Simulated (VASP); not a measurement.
A run of VASP 6.6.1 is set up as follows.

INCAR

```
ALGO     = Fast           # electronic algorithm
EDIFF    = 1E-6           # SCF threshold, eV
ENCUT    = 520            # plane-wave cutoff, eV
GGA      = CA             # functional
ISIF     = 2              # what is computed and relaxed
ISMEAR   = 0              # smearing method
LASPH    = True           # aspherical terms in the spheres
LCHARG   = True           # write CHGCAR
LELF     = True           # ELF
LREAL    = False          # projectors in reciprocal space
LVHAR    = True         
LWAVE    = False          # write WAVECAR
NBANDS   = 34             # bands
NELM     = 80             # most SCF steps
PREC     = Accurate       # precision mode
SIGMA    = 0.1            # smearing width, eV
```

KPOINTS

```
k-points
0
Gamma
  10 10 10
```

Contents of POSCAR:

```
ScRu3
1.0
    3.8079959666      0.0000000000      0.0000000000
    0.0000000000      3.8079959666      0.0000000000
    0.0000000000      0.0000000000      3.8079959666
Sc Ru
1 3
Direct
    0.0000000000      0.0000000000      0.0000000000
    0.0000000000      0.5000000000      0.5000000000
    0.5000000000      0.0000000000      0.5000000000
    0.5000000000      0.5000000000      0.0000000000
```

Potentials or basis: VASP PAW LDA potentials, release 64 (Sc_sv, Ru_pv).

Launch:

```bash
$ cat potpaw_LDA.64/Sc_sv/POTCAR potpaw_LDA.64/Ru_pv/POTCAR > POTCAR
$ mpirun -np 1 vasp_std > vasp.out
```

(1) Predict the band gap on the k mesh.

(2) What does it give for the pressure?

Answers

(1) zero (an odd number of electrons rules out a gap without spin polarisation).

(2) 8.6 GPa.

Caveat: the cell differs from its parent crystal (strained); the cell stands under pressure.
